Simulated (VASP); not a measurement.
# Mg3HO3 in VASP: notebook

Runs on Mg3HO3. Level: PBEsol. Tasks: single point.

Program: VASP 6.6.1. These are calculated values, not measurements. Logs are shortened: lines on timing, memory, paths and dates and some standing lists are left out, and cuts for length are marked.

### Step 1. The cell of the first run

The cell holds a slab with vacuum, 7 atoms: a = 2.980 Å, b = 2.980 Å, c = 21.240 Å, α = 90.00°, β = 90.00°, γ = 90.00°.

### Step 2. Single point, PBEsol, collinear spin

The input, INCAR:

```
SYSTEM = Mg3HO3
ALGO     = Normal         ! electronic algorithm
DIPOL    = 0.5 0.5 0.305
EDIFF    = 1E-7           ! SCF threshold, eV
ENCUT    = 520            ! plane-wave cutoff, eV
GGA      = PS             ! functional
IDIPOL   = 3            
ISIF     = 2              ! what is computed and relaxed
ISMEAR   = 0              ! smearing method
ISPIN    = 2              ! spin polarisation
LASPH    = .TRUE.         ! aspherical terms in the spheres
LCHARG   = .FALSE.        ! write CHGCAR
LDIPOL   = .TRUE.       
LORBIT   = 11             ! projections on sites
LREAL    = .FALSE.        ! projectors in reciprocal space
LWAVE    = .FALSE.        ! write WAVECAR
MAGMOM   = 0 0 0 0 0 0 1  ! initial moments
NBANDS   = 26             ! bands
NELM     = 150            ! most SCF steps
PREC     = Accurate       ! precision mode
SIGMA    = 0.05           ! smearing width, eV
```

The input, KPOINTS:

```
k-points
0
G
  9 9 1
  0 0 0
```

The input, POSCAR:

```
Mg3HO3
1.0
    2.9804137519      0.0000000000      0.0000000000
    0.0000000000      2.9804137519      0.0000000000
    0.0000000000      0.0000000000     21.2399431533
Mg O H
3 3 1
Direct
    0.5000000000      0.5000000000      0.1883244212
    0.0000000000      0.0000000000      0.2877909891
    0.5000000000      0.5000000000      0.3857349348
    0.0000000000      0.0000000000      0.1883244212
    0.5000000000      0.5000000000      0.2873494718
    0.0000000000      0.0000000000      0.3879456312
    0.3333333333      0.0000000000      0.4124278060
```

Potentials or basis: VASP PAW PBE potentials, release 64 (Mg, O, H).

Launch:

```bash
> cat potpaw_PBE.64/Mg/POTCAR potpaw_PBE.64/O/POTCAR potpaw_PBE.64/H/POTCAR > POTCAR
> mpirun -np 1 vasp_std > vasp.out
```

OUTCAR:

```text
SYSTEM = Mg3HO3
   EDIFF = 1E-7
   ENCUT = 520
   GGA = PS
   ISIF = 2
   ISMEAR = 0
   ISPIN = 2
   LASPH = .TRUE.
   LORBIT = 11
   LREAL = .FALSE.
   NELM = 150
   PREC = Accurate

 ion  position               nearest neighbor table
   1  0.500  0.500  0.188-   5 2.10   4 2.11   4 2.11   4 2.11   4 2.11   2 2.98   2 2.98   2 2.98
                             2 2.98
   2  0.000  0.000  0.288-   5 2.11   5 2.11   5 2.11   5 2.11   4 2.11   6 2.13   3 2.96   3 2.96
                             3 2.96   3 2.96   1 2.98   1 2.98   1 2.98   1 2.98
   3  0.500  0.500  0.386-   7 1.67   7 1.67   5 2.09   6 2.11   6 2.11   6 2.11   6 2.11   2 2.96
                             2 2.96   2 2.96   2 2.96
   4  0.000  0.000  0.188-   1 2.11   1 2.11   1 2.11   1 2.11   2 2.11
   5  0.500  0.500  0.287-   3 2.09   1 2.10   2 2.11   2 2.11   2 2.11   2 2.11
   6  0.000  0.000  0.388-   7 1.12   3 2.11   3 2.11   3 2.11   3 2.11   2 2.13
   7  0.333  0.000  0.412-   6 1.12   3 1.67   3 1.67

  LATTYP: Found a simple tetragonal cell.
 ALAT       =     2.9804137519
 C/A-ratio  =     7.1265082372

  Lattice vectors:

 A1 = (   2.9804137519,   0.0000000000,   0.0000000000)
 A2 = (   0.0000000000,   2.9804137519,   0.0000000000)
 A3 = (   0.0000000000,   0.0000000000,  21.2399431533)

Analysis of symmetry for initial positions (statically):
=====================================================================
 Subroutine PRICEL returns:
 Original cell was already a primitive cell.

 Routine SETGRP: Setting up the symmetry group for a
 simple tetragonal supercell.

 Subroutine GETGRP returns: Found  2 space group operations
 (whereof  2 operations were pure point group operations)
 out of a pool of 16 trial point group operations.

The static configuration has the point symmetry C_1h.

Analysis of symmetry for dynamics (positions and initial velocities):
=====================================================================
 Subroutine PRICEL returns:
 Original cell was already a primitive cell.

 Routine SETGRP: Setting up the symmetry group for a
 simple tetragonal supercell.

 Subroutine GETGRP returns: Found  2 space group operations
 (whereof  2 operations were pure point group operations)
 out of a pool of 16 trial point group operations.

The dynamic configuration has the point symmetry C_1h.

Analysis of structural, dynamic, and magnetic symmetry:
=====================================================================
 Subroutine PRICEL returns:
 Original cell was already a primitive cell.

 Routine SETGRP: Setting up the symmetry group for a
 simple tetragonal supercell.

 Subroutine GETGRP returns: Found  2 space group operations
 (whereof  2 operations were pure point group operations)
 out of a pool of 16 trial point group operations.

The overall configuration has the point symmetry C_1h.

 Subroutine INISYM returns: Found  2 space group operations
 (whereof  2 operations are pure point group operations),
 and found     1 'primitive' translations

----------------------------------------------------------------------------------------

                                     Primitive cell

  volume of cell :     188.6716

  direct lattice vectors                    reciprocal lattice vectors
     2.980413752  0.000000000  0.000000000     0.335523885  0.000000000  0.000000000
     0.000000000  2.980413752  0.000000000     0.000000000  0.335523885  0.000000000
     0.000000000  0.000000000 21.239943153     0.000000000  0.000000000  0.047081105

  length of vectors
     2.980413752  2.980413752 21.239943153     0.335523885  0.335523885  0.047081105

  position of ions in fractional coordinates (direct lattice)
     0.500000000  0.500000000  0.188324421
     0.000000000  0.000000000  0.287790989
     0.500000000  0.500000000  0.385734935
     0.000000000  0.000000000  0.188324421
     0.500000000  0.500000000  0.287349472
     0.000000000  0.000000000  0.387945631
     0.333333333  0.000000000  0.412427806

  ion indices of the primitive-cell ions
   primitive index   ion index
                 1           1
                 2           2
                 3           3
                 4           4
                 5           5
                 6           6
[... 63 lines left out ...]
   PREC   = accura    normal or accurate (medium, high low for compatibility)
   ISTART =      0    job   : 0-new  1-cont  2-samecut
   ICHARG =      2    charge: 1-file 2-atom 10-const
   ISPIN  =      2    spin polarized calculation?
   LNONCOLLINEAR =      F non collinear calculations
   LSORBIT =      F    spin-orbit coupling
   LASPH  =      T    aspherical Exc in radial PAW
   ENCUT  =  520.0 eV  38.22 Ry    6.18 a.u.   5.54  5.54 39.49*2*pi/ulx,y,z
   NELM   =    150;   NELMIN=  2; NELMDL= -5     # of ELM steps
   EDIFF  = 0.1E-06   stopping-criterion for ELM
   LREAL  =      F    real-space projection
   EDIFFG = 0.1E-05   stopping-criterion for IOM
   NSW    =      0    number of steps for IOM
   IBRION =     -1    ionic relax: 0-MD 1-quasi-New 2-CG
   NFREE  =      0    steps in history (QN), initial steepest desc. (CG)
   ISIF   =      2    stress and relaxation
   ISYM   =      2    0-nonsym 1-usesym 2-fastsym
   POTIM  = 0.5000    time-step for ionic-motion
   TEBEG  =    0.0;   TEEND  =   0.0 temperature during run
   PSTRESS=    0.0 pullay stress
   NELECT =      25.0000    total number of electrons
   NUPDOWN=      -1.0000    fix difference up-down
   EMIN   =  10.00;   EMAX   =-10.00  energy-range for DOS
   EFERMI =   0.00;   METHOD = LEGACY
   ISMEAR =     0;   SIGMA  =   0.05  broadening in eV -4-tet -1-fermi 0-gaus
   EFERMI_NEDOS =   21; number of points for ismear=-14 and -15
   IALGO  =     38    algorithm
   IMIX   =      4    mixing-type and parameters
     AMIX     =   0.40;   BMIX     =  1.00
     AMIX_MAG =   1.60;   BMIX_MAG =  1.00
  volume/ion in A,a.u.               =      26.95       181.89
  Fermi-wavevector in a.u.,A,eV,Ry     =   0.834615  1.577193  9.477569  0.696582
  Thomas-Fermi vector in A             =   1.948036
   LORBIT       =     11    0 simple, 1 ext, 2 COOP (PROOUT), +10 PAW based schemes
   GGA     = PS    functional components
   LHFCALC =     F    Hartree Fock is set to
   AEXX    =    0.0000 exact exchange contribution
   IVDW    =     0    specifies the selected vdW correction
   LEPSILON=     F    determine dielectric tensor
   LRPA    =     F    only Hartree local field effects (RPA)
 spin polarized calculation
 Gauss-broadening in eV      SIGMA  =   0.05
  energy-cutoff  :      520.00
  volume of cell :      188.67
 maximum number of plane-waves:      5143
 NGX is ok and might be reduce to    24
   NGX = 11   NGY = 11   NGZ = 79

 dipolmoment           0.000000      0.000000     -0.027029 electrons x Angstroem

 number of electron      24.9999986 magnetization       0.0185932

 number of electron      24.9999986 magnetization      -0.0462375

 dipolmoment           0.000000      0.000000      0.062880 electrons x Angstroem

 Free energy of the ion-electron system (eV)
  ---------------------------------------------------
  ext. energy  EPLUGINS =         0.00000000
  ---------------------------------------------------
  free energy    TOTEN  =       -36.15472908 eV

  energy without entropy =      -36.15285508  energy(sigma->0) =      -36.15379208

 E-fermi :   0.6329     XC(G=0):  -4.4396

 val. band max:        0.6165197420   @ k =  -0.1111   0.4444   0.0000
 cond. band min:       0.7123800390   @ k =   0.1111   0.0000   0.0000
 fundamental gap:      0.0958602970
 Fermi energy:         0.6329061760

 spin component 1

 k-point     1 :       0.0000    0.0000    0.0000
  band No.  band energies     occupation
      1     -22.7146      1.00000
      2     -20.6002      1.00000
      3     -19.2556      1.00000
      4      -9.5249      1.00000
      5      -7.3453      1.00000
      6      -6.3527      1.00000
[... 637 lines left out ...]
     23       8.3872      0.00000
     24       8.6688      0.00000

 [... further k-points ...]

 spin component 2

 k-point     1 :       0.0000    0.0000    0.0000
  band No.  band energies     occupation
      1     -22.7210      1.00000
      2     -20.6029      1.00000
      3     -19.2606      1.00000
      4      -9.5327      1.00000
      5      -7.3502      1.00000
      6      -6.3596      1.00000
[... 637 lines left out ...]
     23       8.3677      0.00000
     24       8.6537      0.00000

 [... further k-points ...]

 [bands above 24 left out]

------------------------ aborting loop because EDIFF is reached ----------------------------------------

 vacuum level on the upper side and lower side of the slab       (xc-potential included)         0.515        -0.865

  FORCE on cell =-STRESS in cart. coord.  units (eV):
  Direction    XX          YY          ZZ          XY          YZ          ZX
  --------------------------------------------------------------------------------------
  -------------------------------------------------------------------------------------
  Total        4.4180155      4.8048058      2.2262646      0.0000000      0.0000000     -0.3143933
  in kB       37.5172805     40.8018591     18.9051835      0.0000000      0.0000000     -2.6697920
  external PRESSURE =      32.4081077 kB  Pullay stress =       0.0000000 kB

 VOLUME and BASIS-vectors are now :
 -----------------------------------------------------------------------------
  energy-cutoff  :      520.00
  volume of cell :      188.67
      direct lattice vectors                 reciprocal lattice vectors
     2.980413752  0.000000000  0.000000000     0.335523885  0.000000000  0.000000000
     0.000000000  2.980413752  0.000000000     0.000000000  0.335523885  0.000000000
     0.000000000  0.000000000 21.239943153     0.000000000  0.000000000  0.047081105

 POSITION                                       TOTAL-FORCE (eV/Angst)
 -----------------------------------------------------------------------------------
      1.49021      1.49021      4.00000         0.000696      0.000000     -0.222341
      0.00000      0.00000      6.11266         0.024649      0.000000     -1.154584
      1.49021      1.49021      8.19299         1.324821      0.000000     -0.572170
      0.00000      0.00000      4.00000         0.001135      0.000000      0.173809
      1.49021      1.49021      6.10329         0.025989      0.000000      0.720371
      0.00000      0.00000      8.23994        -1.117522      0.000000     -1.188761
      0.99347      0.00000      8.75994        -0.259768      0.000000      2.243676
 -----------------------------------------------------------------------------------
    total drift:                               -0.000026     -0.000000      0.000315

  FREE ENERGIE OF THE ION-ELECTRON SYSTEM (eV)
  ---------------------------------------------------
  free  energy   TOTEN  =       -36.1547290842 eV

  energy  without entropy=      -36.1528550767  energy(sigma->0) =      -36.15379208

 vacuum level on the upper side and lower side of the slab         3.943         2.508

 total charge

# of ion       s       p       d       tot
------------------------------------------
    1        0.147   0.158   0.066   0.370
    2        0.155   0.183   0.079   0.417
    3        0.190   0.198   0.076   0.463
    4        1.541   3.487   0.000   5.028
    5        1.542   3.536   0.000   5.078
    6        1.609   3.489   0.000   5.098
    7        0.562   0.081   0.000   0.643
--------------------------------------------------
tot          5.745  11.132   0.221  17.097

 magnetization (x)

# of ion       s       p       d       tot
------------------------------------------
    1       -0.002  -0.000  -0.000  -0.002
    2       -0.000  -0.000  -0.000  -0.001
    3       -0.000  -0.001  -0.000  -0.001
    4       -0.002  -0.001   0.000  -0.002
    5       -0.000  -0.001   0.000  -0.001
    6       -0.001  -0.002   0.000  -0.003
    7       -0.001  -0.000   0.000  -0.002
--------------------------------------------------
tot         -0.007  -0.005  -0.000  -0.012
```

It took 12 min on 1 thread of Intel Xeon 6975P-C (Granite Rapids), shared host; peak memory 0.45 GiB.

Results:

```yaml
Free_energy: -36.1547 eV
Largest_force: 2.259 eV/Å
Net_moment: -0.05 μB per cell
Valence_electrons_inside_the_program's_atomic_spheres: Mg 0.37, 0.42, 0.46; O 5.03, 5.08, 5.10; H 0.64
```

Forces on the atoms (eV/Å):
```
Mg   0.001  0.000 -0.222
Mg   0.025  0.000 -1.155
Mg   1.325  0.000 -0.572
O    0.001  0.000  0.174
O    0.026  0.000  0.720
O   -1.118  0.000 -1.189
H   -0.260  0.000  2.244
```

Caveat: the PAW data sets were made with another functional, which shifts forces and pressure a little.

(Part 1 of 2 ends here.)
